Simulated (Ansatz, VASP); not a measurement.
**One calculation of Ag, two programs**

Contents of INCAR:

```
PREC = Accurate ; ENCUT = 500
EDIFF = 1E-6 ; ISMEAR = -1
SIGMA = 0.05 ; LREAL = F
LASPH = T ; NELM = 120
ALGO = Normal ; ISIF = 2
LWAVE = F ; LCHARG = F
GGA = PE ; NBANDS = 12
GGA_COMPAT = F
```

KPOINTS

```
Automatic mesh
0
Gamma
  11 11 11
```

Contents of POSCAR:

```
Ag
1.0
    0.0000000000      2.0427500000      2.0427500000
    2.0631775000      0.0000000000      2.0427500000
    2.0631775000      2.0427500000      0.0000000000
Ag
1
Direct
    0.0000000000      0.0000000000      0.0000000000
```

The input input.yaml:

```yaml
crystal:
  lattice:
    - [0.0, 2.04275, 2.04275]
    - [2.0631775, 0.0, 2.04275]
    - [2.0631775, 2.04275, 0.0]
  atoms:
    - { symbol: Ag, position: [0.0, 0.0, 0.0] }
kpoints:
  mp_grid: { grid: [11, 11, 11] }
scf:
  occupations: { method: fermi_dirac, width: 0.05 }
hamiltonian:
  xc: pbe
  pseudopotentials: { kind: all_electron, lapw: { basis_error: 0.001 } }
output:
  forces: true
  stress: true
  eigenvalues: true
```

Change from the starting cell: strain = 0.01.

Alike in both runs: task single point; functional PBE; k mesh 11 × 11 × 11; occupations fermi-dirac, width 0.05 eV; no spin polarisation.

|  | VASP | Ansatz |
| --- | --- | --- |
| version | VASP 6.6.1 | Ansatz 0.2.0 |
| potentials or method | VASP PAW PBE potentials, release 64 (Ag), cutoff 500 eV | all-electron LAPW, scalar-relativistic |

Ansatz gave:

```
gap on the k mesh at the Fermi level (eV) : none
pressure (GPa)                            : 3.3
```

Question: What did VASP give for the same quantities?

Answer: gap on the k mesh at the Fermi level (eV): none; pressure (GPa): 3.2.

A gap of «none» marks a metal or a gap that the smearing closes. Ansatz ran all-electron here, and VASP with PAW potentials.
